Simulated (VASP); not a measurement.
K2SiB2, 5 atoms in the cell. The structure is trigonal, space group P-3m1 (No. 164). The conventional cell has a = 3.588 Å, b = 3.588 Å, c = 9.968 Å, α = 90.00°, β = 90.00°, γ = 120.00°. Within 4.0 Å of K (site symmetry 3m) lie 4 B at 3.03 to 3.40 Å and 3 Si at 3.48 Å and 6 K at 3.59 Å. Si (site symmetry -3m) has 6 B at 2.16 Å within 2.9 Å. Within 2.9 Å of B (site symmetry 3m) lie 3 Si at 2.16 Å and 3 B at 2.39 Å. 

- Program: VASP 6.6.1
- Task: single point
- Functional: PBE
- Potentials or basis: VASP PAW PBE potentials, release 64 (K_sv, Si, B)
- Cutoff: 520 eV
- k mesh: 6 × 6 × 2
- Occupations: gaussian, width 0.1 eV
- Spin: no spin polarisation
- Dipole correction: no
- Further INCAR settings: ALGO = Normal; EDIFF = 1e-06; NBANDS = 22

Potentials or basis: VASP PAW PBE potentials, release 64 (K_sv, Si, B).

Command:

```console
$ cat potpaw_PBE.64/K_sv/POTCAR potpaw_PBE.64/Si/POTCAR potpaw_PBE.64/B/POTCAR > POTCAR
$ mpirun -np 1 vasp_std > vasp.out
```

Hardware: 1 thread of Intel(R) Xeon(R) 6975P-C (Granite Rapids) (shared host).

Problem. Estimate the wall time of this run.

Solution. It took 26 s on 1 thread of Intel(R) Xeon(R) 6975P-C (Granite Rapids) (shared host), peak memory 0.25 GiB. Counts: scf iterations 17, k points 14.
